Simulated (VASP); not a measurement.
# I (R-3m) in VASP: density of states with PBE

Aim: the density of states of I with PBE.

Program: VASP 6.6.1. These are calculated values, not measurements. Logs are shortened: lines on timing, memory, paths and dates and some standing lists are left out, and cuts for length are marked.

### Step 1. The cell of the first run

The typed cell holds 2 atoms: a = 3.762 Å, b = 3.762 Å, c = 3.762 Å, α = 59.92°, β = 59.92°, γ = 59.92°.

### Step 2. Density of states, PBE (volume scaled by 0.45)

Input file POSCAR:

```
I
1.0
    1.8783852243     -1.0844862149      3.0732077000
    0.0000000000      2.1689724298      3.0732077000
   -1.8783852243     -1.0844862149      3.0732077000
I
2
Direct
    0.2500000000      0.2500000000      0.2500000000
   -0.2500000000     -0.2500000000     -0.2500000000
```

Input file INCAR.step1:

```
PREC = Accurate ; ENCUT = 520
EDIFF = 1E-6 ; ISMEAR = -1
SIGMA = 0.1 ; LREAL = False
LASPH = True ; NELM = 60
ALGO = Normal ; ISIF = 2
LWAVE = False ; LCHARG = True
GGA = PE ; NBANDS = 14
```

Input file KPOINTS.step1:

```
Automatic mesh
0
Gamma
  11 11 11
```

Input file INCAR.step2:

```
PREC = Accurate ; ENCUT = 520
EDIFF = 1E-6 ; ISMEAR = -5
SIGMA = 0.1 ; LREAL = False
LASPH = True ; NELM = 60
ALGO = Normal ; ISIF = 2
LWAVE = False ; LCHARG = False
GGA = PE ; LORBIT = 10
NBANDS = 14 ; NEDOS = 2001
ICHARG = 11
```

Input file KPOINTS.step2:

```
Automatic mesh
0
Gamma
  17 17 17
```

Potentials or basis: VASP PAW PBE potentials, release 64 (I).

On the command line:

```bash
cat potpaw_PBE.64/I/POTCAR > POTCAR
cp INCAR.step1 INCAR
cp KPOINTS.step1 KPOINTS
mpirun -np 1 vasp_std > vasp.out
cp INCAR.step2 INCAR
cp KPOINTS.step2 KPOINTS
mpirun -np 1 vasp_std > vasp.out
```

OUTCAR:

```text
PREC = Accurate
   ENCUT = 520
   EDIFF = 1E-6
   ISMEAR = -5
   LREAL = False
   LASPH = True
   NELM = 60
   ISIF = 2
   GGA = PE
   LORBIT = 10
   ICHARG = 11

 ion  position               nearest neighbor table
   1  0.250  0.250  0.250-   2 2.66   2 2.66   2 2.66   2 2.66   2 2.66   2 2.66
   2  0.750  0.750  0.750-   1 2.66   1 2.66   1 2.66   1 2.66   1 2.66   1 2.66

  LATTYP: Found a trigonal (rhomboedric) cell.
 ALAT       =     3.7615218953
 COS(alpha) =     0.5012623735

  Lattice vectors:

 A1 = (   1.8783852243,  -1.0844862149,   3.0732077000)
 A2 = (   0.0000000000,   2.1689724298,   3.0732077000)
 A3 = (  -1.8783852243,  -1.0844862149,   3.0732077000)

Analysis of symmetry for initial positions (statically):
=====================================================================
 Subroutine PRICEL returns following result:

  LATTYP: Found a trigonal (rhomboedric) cell.
 ALAT       =     2.6581182805
 COS(alpha) =     0.0012639691

  Lattice vectors:

 A1 = (   1.8783852243,   1.0844862149,   1.5366038500)
 A2 = (  -1.8783852243,   1.0844862149,   1.5366038500)
 A3 = (   0.0000000000,  -2.1689724298,   1.5366038500)

   2 primitive cells build up your supercell.

 Routine SETGRP: Setting up the symmetry group for a
 trigonal (rhombohedral) supercell.

 Subroutine GETGRP returns: Found 12 space group operations
 (whereof 12 operations were pure point group operations)
 out of a pool of 12 trial point group operations.

The static configuration has the point symmetry D_3d.

Analysis of symmetry for dynamics (positions and initial velocities):
=====================================================================
 Subroutine PRICEL returns following result:

  LATTYP: Found a trigonal (rhomboedric) cell.
 ALAT       =     2.6581182805
 COS(alpha) =     0.0012639691

  Lattice vectors:

 A1 = (   1.8783852243,   1.0844862149,   1.5366038500)
 A2 = (  -1.8783852243,   1.0844862149,   1.5366038500)
 A3 = (   0.0000000000,  -2.1689724298,   1.5366038500)

   2 primitive cells build up your supercell.

 Routine SETGRP: Setting up the symmetry group for a
 trigonal (rhombohedral) supercell.

 Subroutine GETGRP returns: Found 12 space group operations
 (whereof 12 operations were pure point group operations)
 out of a pool of 12 trial point group operations.

The dynamic configuration has the point symmetry D_3d.

 Subroutine INISYM returns: Found 12 space group operations
 (whereof 12 operations are pure point group operations),
 and found     2 'primitive' translations

----------------------------------------------------------------------------------------

                                     Primitive cell

  volume of cell :      18.7811

  direct lattice vectors                    reciprocal lattice vectors
     1.878385224  1.084486215  1.536603850     0.266186080  0.153682605  0.216928607
    -1.878385224  1.084486215  1.536603850    -0.266186080  0.153682605  0.216928607
     0.000000000 -2.168972430  1.536603850     0.000000000 -0.307365210  0.216928607

  length of vectors
     2.658118280  2.658118280  2.658118280     0.376206583  0.376206583  0.376206583

  position of ions in fractional coordinates (direct lattice)
     0.500000000  0.500000000  0.500000000

  ion indices of the primitive-cell ions
   primitive index   ion index
                 1           1

----------------------------------------------------------------------------------------

 KPOINTS: Automatic mesh

Automatic generation of k-mesh.
 Grid dimensions read from file:
 generate k-points for:   17   17   17

 Generating k-lattice:

  Cartesian coordinates                     Fractional coordinates (reciprocal lattice)
     0.015658005 -0.009040153  0.006380253     0.058823529  0.000000000  0.000000000
     0.000000000  0.018080306  0.006380253     0.000000000  0.058823529  0.000000000
    -0.015658005 -0.009040153  0.006380253     0.000000000  0.000000000  0.058823529

  Length of vectors
     0.019173031  0.019173031  0.019173031

  Shift w.r.t. Gamma in fractional coordinates (k-lattice)
     0.000000000  0.000000000  0.000000000

 TETIRR: Found   2465 inequivalent tetrahedra from    29478

 Subroutine IBZKPT returns following result:
 ===========================================

 Found    489 irreducible k-points:

 Following reciprocal coordinates:
            Coordinates               Weight
  0.000000  0.000000  0.000000      1.000000
  0.058824  0.000000  0.000000      6.000000
  0.117647  0.000000  0.000000      6.000000
  0.176471 -0.000000  0.000000      6.000000
  0.235294  0.000000  0.000000      6.000000
  0.294118 -0.000000  0.000000      6.000000
[... 16 lines left out ...]
 -0.176471  0.058824  0.000000     12.000000
 -0.117647  0.058824  0.000000     12.000000
 [... further k-points ...]
   k-points           NKPTS =    489   k-points in BZ     NKDIM =    489   number of bands    NBANDS=     14
   number of dos      NEDOS =   2001   number of ions     NIONS =      2
   total plane-waves  NPLWV =  21952
   dimension x,y,z NGX =    28 NGY =   28 NGZ =   28
   dimension x,y,z NGXF=    56 NGYF=   56 NGZF=   56
   ions per type =               2
   NGX,Y,Z   is equivalent  to a cutoff of  12.38, 12.38, 12.38 a.u.
   NGXF,Y,Z  is equivalent  to a cutoff of  24.75, 24.75, 24.75 a.u.
 SYSTEM =  unknown system
   PREC   = accura    normal or accurate (medium, high low for compatibility)
   ISTART =      0    job   : 0-new  1-cont  2-samecut
   ICHARG =     11    charge: 1-file 2-atom 10-const
   ISPIN  =      1    spin polarized calculation?
   LNONCOLLINEAR =      F non collinear calculations
   LSORBIT =      F    spin-orbit coupling
   LASPH  =      T    aspherical Exc in radial PAW
   ENCUT  =  520.0 eV  38.22 Ry    6.18 a.u.   6.99  6.99  6.99*2*pi/ulx,y,z
   NELM   =     60;   NELMIN=  2; NELMDL=  0     # of ELM steps
   EDIFF  = 0.1E-05   stopping-criterion for ELM
   LREAL  =      F    real-space projection
   EDIFFG = 0.1E-04   stopping-criterion for IOM
   NSW    =      0    number of steps for IOM
   IBRION =     -1    ionic relax: 0-MD 1-quasi-New 2-CG
   NFREE  =      0    steps in history (QN), initial steepest desc. (CG)
   ISIF   =      2    stress and relaxation
   ISYM   =      2    0-nonsym 1-usesym 2-fastsym
   POTIM  = 0.5000    time-step for ionic-motion
   TEBEG  =    0.0;   TEEND  =   0.0 temperature during run
   PSTRESS=    0.0 pullay stress
   NELECT =      14.0000    total number of electrons
   NUPDOWN=      -1.0000    fix difference up-down
   EMIN   =  10.00;   EMAX   =-10.00  energy-range for DOS
   EFERMI =   0.00;   METHOD = LEGACY
   ISMEAR =    -5;   SIGMA  =   0.10  broadening in eV -4-tet -1-fermi 0-gaus
   EFERMI_NEDOS =   21; number of points for ismear=-14 and -15
   IALGO  =     38    algorithm
   IMIX   =      4    mixing-type and parameters
     AMIX     =   0.40;   BMIX     =  1.00
     AMIX_MAG =   1.60;   BMIX_MAG =  1.00
  volume/ion in A,a.u.               =      18.78       126.74
  Fermi-wavevector in a.u.,A,eV,Ry     =   1.178149  2.226379 18.885364  1.388035
  Thomas-Fermi vector in A             =   2.314483
   LORBIT       =     10    0 simple, 1 ext, 2 COOP (PROOUT), +10 PAW based schemes
   GGA     = PE    functional components
   LHFCALC =     F    Hartree Fock is set to
   AEXX    =    0.0000 exact exchange contribution
   IVDW    =     0    specifies the selected vdW correction
   LEPSILON=     F    determine dielectric tensor
   LRPA    =     F    only Hartree local field effects (RPA)
 non-spin polarized calculation
 Fermi weights with tetrahedron method with Bloechl corrections
  energy-cutoff  :      520.00
  volume of cell :       37.56
 maximum number of plane-waves:      1028

 number of electron      14.0000001 magnetization

 Free energy of the ion-electron system (eV)
  ---------------------------------------------------
  ext. energy  EPLUGINS =         0.00000000
  ---------------------------------------------------
  free energy    TOTEN  =         5.82105584 eV

  energy without entropy =        5.82105584  energy(sigma->0) =        5.82105584

 E-fermi :  16.3143     XC(G=0): -12.0029

 val. band max:       16.3828847619   @ k =   0.4706   0.3529   0.1765
 cond. band min:      16.0547148475   @ k =   0.4118   0.2941   0.1176
 fundamental gap:     -0.3281699144
 Fermi energy:        16.3142843202

 k-point     1 :       0.0000    0.0000    0.0000
  band No.  band energies     occupation
      1      -5.2051      2.00000
      2       6.8718      2.00000
      3       8.9717      2.00000
      4       9.0023      2.00000
      5       9.0023      2.00000
      6      15.8876      2.00000
      7      15.8876      2.00000
      8      15.8977      2.00000
      9      17.6994      0.00000
     10      17.7320      0.00000
     11      17.7320      0.00000
     12      20.3456      0.00000
     13      20.3456      0.00000
     14      20.5165      0.00000

 k-point     2 :       0.0588    0.0000    0.0000
  band No.  band energies     occupation
      1      -5.1520      2.00000
      2       6.3818      2.00000
      3       8.9870      2.00000
      4       9.0140      2.00000
      5       9.3892      2.00000
      6      15.6101      2.00000
      7      15.6175      2.00000
      8      15.7467      2.00000
      9      17.6570      0.00000
     10      17.7968      0.00000
     11      17.8257      0.00000
     12      20.6999      0.00000
     13      20.7013      0.00000
     14      20.8854      0.00000

 k-point     3 :       0.1176    0.0000    0.0000
  band No.  band energies     occupation
      1      -4.9928      2.00000
      2       5.3977      2.00000
      3       9.0258      2.00000
      4       9.0517      2.00000
      5      10.0693      2.00000
      6      14.9564      2.00000
      7      14.9611      2.00000
      8      15.3692      2.00000
      9      17.6064      0.00000
     10      18.0738      0.00000
     11      18.1039      0.00000
     12      21.5833      0.00000
     13      21.5873      0.00000
     14      21.8342      0.00000

 k-point     4 :       0.1765   -0.0000    0.0000
  band No.  band energies     occupation
      1      -4.7278      2.00000
      2       4.2837      2.00000
      3       9.0980      2.00000
      4       9.1223      2.00000
      5      10.6733      2.00000
      6      14.1698      2.00000
      7      14.1718      2.00000
      8      14.8584      2.00000
      9      17.7832      0.00000
     10      18.5273      0.00000
     11      18.5587      0.00000
     12      22.7513      0.00000
     13      22.7578      0.00000
     14      23.1540      0.00000

 k-point     5 :       0.2353    0.0000    0.0000
  band No.  band energies     occupation
      1      -4.3582      2.00000
      2       3.1439      2.00000
      3       9.2131      2.00000
      4       9.2355      2.00000
      5      11.1224      2.00000
      6      13.3713      2.00000
      7      13.3719      2.00000
      8      14.3033      2.00000
      9      18.2687      0.00000
     10      19.1461      0.00000
     11      19.1790      0.00000
[... 276 lines left out ...]
 k-point    22 :      -0.2353    0.0588   -0.0000
  band No.  band energies     occupation
      1      -4.1661      2.00000
      2       2.7469      2.00000
      3       8.4438      2.00000
      4       9.8133      2.00000
      5      11.5990      2.00000
      6      12.3521      2.00000
      7      12.9875      2.00000
      8      15.0511      2.03437
      9      18.1705      0.00000
     10      19.0161      0.00000
     11      20.3215      0.00000
     12      23.6416      0.00000
     13      25.3064      0.00000
     14      25.4128      0.00000

 k-point    23 :      -0.1765    0.0588    0.0000
  band No.  band energies     occupation
      1      -4.5696      2.00000
      2       3.8441      2.00000
      3       8.4465      2.00000
      4       9.5704      2.00000
      5      11.1767      2.00000
      6      13.1727      2.00000
      7      13.7122      2.00000
      8      15.5727      2.13733
      9      17.6472      0.00000
     10      18.4393      0.00000
     11      19.4992      0.00000
     12      22.3870      0.00000
     13      23.7959      0.00000
     14      23.9239      0.00000

 k-point    24 :      -0.1176    0.0588    0.0000
  band No.  band energies     occupation
      1      -4.8691      2.00000
      2       4.9017      2.00000
      3       8.5365      2.00000
      4       9.3557      2.00000
      5      10.6104      2.00000
      6      14.0362      2.00000
      7      14.4532      2.00000
      8      15.9609      2.05621
      9      17.4305      0.00000
     10      18.0410      0.00000
     11      18.8044      0.00000
     12      21.3764      0.00000
     13      22.4342      0.00000
     14      22.6480      0.00000

 [... further k-points ...]
[... 5 lines left out ...]
  --------------------------------------------------------------------------------------
  -------------------------------------------------------------------------------------
  Total       26.2865733     26.2865733     26.3599936      0.0000000      0.0000000      0.0000000
  in kB     1121.2248002   1121.2248002   1124.3564639      0.0000000      0.0000000      0.0000000
  external PRESSURE =    1122.2686881 kB  Pullay stress =       0.0000000 kB

 VOLUME and BASIS-vectors are now :
 -----------------------------------------------------------------------------
  energy-cutoff  :      520.00
  volume of cell :       37.56
      direct lattice vectors                 reciprocal lattice vectors
     1.878385224 -1.084486215  3.073207700     0.266186080 -0.153682605  0.108464304
     0.000000000  2.168972430  3.073207700     0.000000000  0.307365210  0.108464304
    -1.878385224 -1.084486215  3.073207700    -0.266186080 -0.153682605  0.108464304

 POSITION                                       TOTAL-FORCE (eV/Angst)
 -----------------------------------------------------------------------------------
      0.00000      0.00000      2.30491        -0.000000     -0.000000      0.000000
      0.00000      0.00000      6.91472         0.000000      0.000000      0.000000
 -----------------------------------------------------------------------------------
    total drift:                               -0.000000     -0.000000     -0.000000

  FREE ENERGIE OF THE ION-ELECTRON SYSTEM (eV)
  ---------------------------------------------------
  free  energy   TOTEN  =         5.8210558377 eV

  energy  without entropy=        5.8210558377  energy(sigma->0) =        5.82105584

 total charge

# of ion       s       p       d       tot
------------------------------------------
    1        1.622   2.705   0.300   4.627
    2        1.622   2.705   0.300   4.627
--------------------------------------------------
tot          3.243   5.410   0.600   9.254
```

Run time: 2.6 min. Hardware: 1 thread of Intel Xeon Platinum 8259CL at 2.50GHz (Skylake/Cascade Lake), shared host; peak memory 0.31 GiB.

What came out:

* Valence electrons inside the program's atomic spheres: I 4.63

Caveat: spin-orbit coupling is left out, which moves the levels of the heavy elements; tetrahedron occupations give inexact forces and stress in metals.
